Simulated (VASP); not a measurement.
# NaCl in VASP: settings compared, part 3 of 3

VASP 6.6.1. Earlier steps stand in the parts before.

## (5) Single point, PBE (equal xx and yy strain of +1 %)

The input, INCAR:

```
PREC = Accurate ; ENCUT = 520
EDIFF = 1E-6 ; ISMEAR = -1
SIGMA = 0.02 ; LREAL = F
LASPH = T ; NELM = 100
ALGO = Normal ; ISIF = 2
LWAVE = F ; LCHARG = F
GGA = PE ; NBANDS = 14
```

The input, KPOINTS:

```
regular mesh
0
Gamma
  8 8 8
```

The input, POSCAR:

```
NaCl
1.0
    2.8886000000      0.0000000000      0.0000000000
    0.0000000000      2.8886000000      0.0000000000
    0.0000000000      0.0000000000      2.8600000000
Na Cl
1 1
Direct
    0.0000000000      0.0000000000      0.0000000000
    0.5000000000      0.5000000000      0.5000000000
```

Potentials or basis: VASP PAW PBE potentials, release 64 (Na_pv, Cl).

Command:

```console
cat potpaw_PBE.64/Na_pv/POTCAR potpaw_PBE.64/Cl/POTCAR > POTCAR
mpirun -np 1 vasp_std > vasp.out
```

OUTCAR:

```text
PREC = Accurate
   ENCUT = 520
   EDIFF = 1E-6
   ISMEAR = -1
   LREAL = F
   LASPH = T
   NELM = 100
   ISIF = 2
   GGA = PE

 ion  position               nearest neighbor table
   1  0.000  0.000  0.000-   2 2.49   2 2.49   2 2.49   2 2.49   2 2.49   2 2.49   2 2.49   2 2.49

   2  0.500  0.500  0.500-   1 2.49   1 2.49   1 2.49   1 2.49   1 2.49   1 2.49   1 2.49   1 2.49

  LATTYP: Found a simple tetragonal cell.
 ALAT       =     2.8886000000
 C/A-ratio  =     0.9900990099

  Lattice vectors:

 A1 = (   2.8886000000,   0.0000000000,   0.0000000000)
 A2 = (   0.0000000000,   2.8886000000,   0.0000000000)
 A3 = (   0.0000000000,   0.0000000000,   2.8600000000)

Analysis of symmetry for initial positions (statically):
=====================================================================
 Subroutine PRICEL returns:
 Original cell was already a primitive cell.

 Routine SETGRP: Setting up the symmetry group for a
 simple tetragonal supercell.

 Subroutine GETGRP returns: Found 16 space group operations
 (whereof 16 operations were pure point group operations)
 out of a pool of 16 trial point group operations.

The static configuration has the point symmetry D_4h.

Analysis of symmetry for dynamics (positions and initial velocities):
=====================================================================
 Subroutine PRICEL returns:
 Original cell was already a primitive cell.

 Routine SETGRP: Setting up the symmetry group for a
 simple tetragonal supercell.

 Subroutine GETGRP returns: Found 16 space group operations
 (whereof 16 operations were pure point group operations)
 out of a pool of 16 trial point group operations.

The dynamic configuration has the point symmetry D_4h.

 Subroutine INISYM returns: Found 16 space group operations
 (whereof 16 operations are pure point group operations),
 and found     1 'primitive' translations

[... 120 lines left out ...]
   LHFCALC =     F    Hartree Fock is set to
   AEXX    =    0.0000 exact exchange contribution
   IVDW    =     0    specifies the selected vdW correction
   LEPSILON=     F    determine dielectric tensor
   LRPA    =     F    only Hartree local field effects (RPA)
 non-spin polarized calculation
  energy-cutoff  :      520.00
  volume of cell :       23.86
 maximum number of plane-waves:       657
 NGX is ok and might be reduce to    24
   NGX = 11   NGY = 11   NGZ = 11

 number of electron      14.0000001 magnetization

 Free energy of the ion-electron system (eV)
  ---------------------------------------------------
  ext. energy  EPLUGINS =         0.00000000
  ---------------------------------------------------
  free energy    TOTEN  =        -4.38252067 eV

  energy without entropy =       -4.38252067  energy(sigma->0) =       -4.38252067

 E-fermi :   7.0187     XC(G=0): -11.2644

 val. band max:        6.5972106280   @ k =   0.5000   0.5000   0.0000
 cond. band min:      11.0011359676   @ k =   0.5000   0.5000   0.0000
 fundamental gap:      4.4039253396
 Fermi energy:         7.0187474194

 k-point     1 :       0.0000    0.0000    0.0000
  band No.  band energies     occupation
      1     -16.1174      2.00000
      2     -16.1174      2.00000
      3     -16.1107      2.00000
      4     -10.2838      2.00000
      5       5.2348      2.00000
      6       5.2348      2.00000
      7       5.4095      2.00000
      8      13.2470      0.00000
      9      13.3402      0.00000
     10      13.8133      0.00000
     11      24.1474      0.00000
     12      24.3684      0.00000
     13      24.3684      0.00000
     14      28.7151      0.00000
[... 377 lines left out ...]
      1     -16.4681      2.00000
      2     -16.1242      2.00000
      3     -16.1114      2.00000
      4      -8.5377      2.00000
      5       0.1675      2.00000
      6       4.8942      2.00000
      7       5.0755      2.00000
      8      16.4025      0.00000
      9      16.7060      0.00000
     10      17.1187      0.00000
     11      17.5001      0.00000
     12      22.3887      0.00000
     13      23.1920      0.00000
     14      24.1748      0.00000

 [... further k-points ...]

------------------------ aborting loop because EDIFF is reached ----------------------------------------

  FORCE on cell =-STRESS in cart. coord.  units (eV):
  Direction    XX          YY          ZZ          XY          YZ          ZX
  --------------------------------------------------------------------------------------
  -------------------------------------------------------------------------------------
  Total        8.8441765      8.8441765      9.2165434      0.0000000     -0.0000000     -0.0000000
  in kB      593.7821480    593.7821480    618.7821953      0.0000000     -0.0000000     -0.0000000
  external PRESSURE =     602.1154971 kB  Pullay stress =       0.0000000 kB

 VOLUME and BASIS-vectors are now :
 -----------------------------------------------------------------------------
  energy-cutoff  :      520.00
  volume of cell :       23.86
      direct lattice vectors                 reciprocal lattice vectors
     2.888600000  0.000000000  0.000000000     0.346188465  0.000000000  0.000000000
     0.000000000  2.888600000  0.000000000     0.000000000  0.346188465  0.000000000
     0.000000000  0.000000000  2.860000000     0.000000000  0.000000000  0.349650350

 POSITION                                       TOTAL-FORCE (eV/Angst)
 -----------------------------------------------------------------------------------
      0.00000      0.00000      0.00000         0.000000      0.000000      0.000000
      1.44430      1.44430      1.43000         0.000000      0.000000      0.000000
 -----------------------------------------------------------------------------------
    total drift:                                0.000000     -0.000000     -0.000000

  FREE ENERGIE OF THE ION-ELECTRON SYSTEM (eV)
  ---------------------------------------------------
  free  energy   TOTEN  =        -4.3825206734 eV

  energy  without entropy=       -4.3825206734  energy(sigma->0) =       -4.38252067
```

stdout:

```text
POSCAR found type information on POSCAR NaCl
 POSCAR found :  2 types and       2 ions
 scaLAPACK will be used
 LDA part: xc-table for (Slater+PW92), standard interpolation
 POSCAR, INCAR and KPOINTS ok, starting setup
 FFT: planning ... GRIDC
 FFT: planning ... GRID_SOFT
 FFT: planning ... GRID
 WAVECAR not read
 entering main loop
```

Wall time 8.7 s (1 thread of Intel Xeon Platinum 8488C (Sapphire Rapids), shared host); peak memory 0.14 GiB.

What came out:

| Item | Value |
| --- | --- |
| Free energy | -4.3825 eV |
| Pressure | 60.2 GPa |
| Band gap on the k mesh | 4.40 eV, direct |

Caveat: the cell differs from its parent crystal (equal xx and yy strain of +1 %).

## (6) Single point, PBE (volume scaled by 0.94)

The input, INCAR:

```
PREC = Accurate
ENCUT = 520
EDIFF = 1E-6
ISMEAR = -1
SIGMA = 0.02
LREAL = False
LASPH = True
NELM = 100
ALGO = Normal
ISIF = 2
LWAVE = False
LCHARG = False
GGA = PE
NBANDS = 14
```

The input, KPOINTS:

```
Automatic mesh
0
Gamma
  8 8 8
```

The input, POSCAR:

```
NaCl
1.0
    2.8016162709      0.0000000000      0.0000000000
    0.0000000000      2.8016162709      0.0000000000
    0.0000000000      0.0000000000      2.8016162709
Na Cl
1 1
Direct
    0.0000000000      0.0000000000      0.0000000000
    0.5000000000      0.5000000000      0.5000000000
```

Potentials or basis: VASP PAW PBE potentials, release 64 (Na_pv, Cl).

Command:

```console
cat potpaw_PBE.64/Na_pv/POTCAR potpaw_PBE.64/Cl/POTCAR > POTCAR
mpirun -np 1 vasp_std > vasp.out
```

OUTCAR:

```text
PREC = Accurate
   ENCUT = 520
   EDIFF = 1E-6
   ISMEAR = -1
   LREAL = False
   LASPH = True
   NELM = 100
   ISIF = 2
   GGA = PE

 ion  position               nearest neighbor table
   1  0.000  0.000  0.000-   2 2.43   2 2.43   2 2.43   2 2.43   2 2.43   2 2.43   2 2.43   2 2.43

   2  0.500  0.500  0.500-   1 2.43   1 2.43   1 2.43   1 2.43   1 2.43   1 2.43   1 2.43   1 2.43

  LATTYP: Found a simple cubic cell.
 ALAT       =     2.8016162709

  Lattice vectors:

 A1 = (   2.8016162709,   0.0000000000,   0.0000000000)
 A2 = (   0.0000000000,   2.8016162709,   0.0000000000)
 A3 = (   0.0000000000,   0.0000000000,   2.8016162709)

Analysis of symmetry for initial positions (statically):
=====================================================================
 Subroutine PRICEL returns:
 Original cell was already a primitive cell.

 Routine SETGRP: Setting up the symmetry group for a
 simple cubic supercell.

 Subroutine GETGRP returns: Found 48 space group operations
 (whereof 48 operations were pure point group operations)
 out of a pool of 48 trial point group operations.

The static configuration has the point symmetry O_h .
[... 166 lines left out ...]
 Fermi energy:         8.2424313202

 k-point     1 :       0.0000    0.0000    0.0000
  band No.  band energies     occupation
      1     -15.1943      2.00000
      2     -15.1943      2.00000
      3     -15.1943      2.00000
      4      -9.7963      2.00000
      5       6.3839      2.00000
      6       6.3839      2.00000
      7       6.3839      2.00000
      8      14.0616      0.00000
      9      14.0616      0.00000
     10      15.7734      0.00000
     11      25.7469      0.00000
     12      25.7469      0.00000
     13      25.7469      0.00000
     14      31.1352      0.00000
[... 377 lines left out ...]
      1     -15.5224      2.00000
      2     -15.4423      2.00000
      3     -15.1653      2.00000
      4      -7.1044      2.00000
      5       1.7783      2.00000
      6       2.6302      2.00000
      7       6.6196      2.00000
      8      12.9071      0.00000
      9      18.3912      0.00000
     10      18.9858      0.00000
     11      19.9329      0.00000
     12      25.5496      0.00000
     13      26.0506      0.00000
     14      29.8061      0.00000

 [... further k-points ...]
[... 5 lines left out ...]
  --------------------------------------------------------------------------------------
  -------------------------------------------------------------------------------------
  Total       11.3495786     11.3495786     11.3495786     -0.0000000     -0.0000000     -0.0000000
  in kB      826.9216582    826.9216582    826.9216582     -0.0000000     -0.0000000     -0.0000000
  external PRESSURE =     826.9216582 kB  Pullay stress =       0.0000000 kB

 VOLUME and BASIS-vectors are now :
 -----------------------------------------------------------------------------
  energy-cutoff  :      520.00
  volume of cell :       21.99
      direct lattice vectors                 reciprocal lattice vectors
     2.801616271  0.000000000  0.000000000     0.356936819  0.000000000  0.000000000
     0.000000000  2.801616271  0.000000000     0.000000000  0.356936819  0.000000000
     0.000000000  0.000000000  2.801616271     0.000000000  0.000000000  0.356936819

 POSITION                                       TOTAL-FORCE (eV/Angst)
 -----------------------------------------------------------------------------------
      0.00000      0.00000      0.00000         0.000000      0.000000      0.000000
      1.40081      1.40081      1.40081         0.000000      0.000000      0.000000
 -----------------------------------------------------------------------------------
    total drift:                                0.000000     -0.000000     -0.000000

  FREE ENERGIE OF THE ION-ELECTRON SYSTEM (eV)
  ---------------------------------------------------
  free  energy   TOTEN  =        -3.5544220078 eV

  energy  without entropy=       -3.5544220078  energy(sigma->0) =       -3.55442201
```

OSZICAR:

```text
N       E                     dE             d eps       ncg     rms          rms(c)
DAV:   1     0.106310912825E+03    0.10631E+03   -0.70966E+03   998   0.124E+03
DAV:   2     0.159820695567E+01   -0.10471E+03   -0.96651E+02  1170   0.320E+02
DAV:   3    -0.384881871393E+01   -0.54470E+01   -0.54177E+01  1274   0.646E+01
DAV:   4    -0.390545335487E+01   -0.56635E-01   -0.56617E-01  1136   0.681E+00
DAV:   5    -0.390627347798E+01   -0.82012E-03   -0.82010E-03  1262   0.846E-01    0.665E+00
DAV:   6    -0.361710524743E+01    0.28917E+00   -0.24366E-01  1344   0.642E+00    0.444E+00
DAV:   7    -0.355567119063E+01    0.61434E-01   -0.15289E-01  1322   0.433E+00    0.198E+00
DAV:   8    -0.355454484368E+01    0.11263E-02   -0.12125E-02  1100   0.127E+00    0.296E-01
DAV:   9    -0.355441208022E+01    0.13276E-03   -0.26538E-04  1276   0.309E-01    0.697E-02
DAV:  10    -0.355441984633E+01   -0.77661E-05   -0.44584E-05  1302   0.136E-01    0.230E-02
DAV:  11    -0.355442175427E+01   -0.19079E-05   -0.65327E-06  1136   0.291E-02    0.107E-02
DAV:  12    -0.355442200777E+01   -0.25350E-06   -0.59899E-07   796   0.697E-03
   1 F= -.35544220E+01 E0= -.35544220E+01  d E =-.176425E-12
```

It used 6.3 s of CPU time on 1 thread of Intel Xeon 6975P-C, with other jobs on the host.

What came out:

```yaml
Free_energy: -3.5544 eV
Pressure: 82.7 GPa
Band_gap_on_the_k_mesh: 4.15 eV, direct
```

## (7) Overview

```csv
level,cell,gap on the mesh (eV),pressure (GPa)
PBEsol,"a = 2.860 Å, 2 atoms",4.20,60.1
PBE,"a = 2.860 Å, angles 89.4°, 2 atoms",4.42,65.2
PBE,"a = 2.861 Å, angles 88.3°, 2 atoms",4.44,65.6
PBE,"a = 2.889, b = 2.889, c = 2.860 Å, 2 atoms",4.40,60.2
PBE,"a = 2.802 Å, 2 atoms",4.15,82.7
```

Alike in all rows: task single point; potentials or basis VASP PAW PBE potentials, release 64 (Na_pv, Cl); no spin polarisation; k mesh 8 × 8 × 8; cutoff (eV) 520; smearing fermi-dirac 0.02 eV.

Caveats: the PAW data sets were made with another functional, which shifts forces and pressure a little (some runs).

Absolute energies hang on the potentials; compare differences alone.
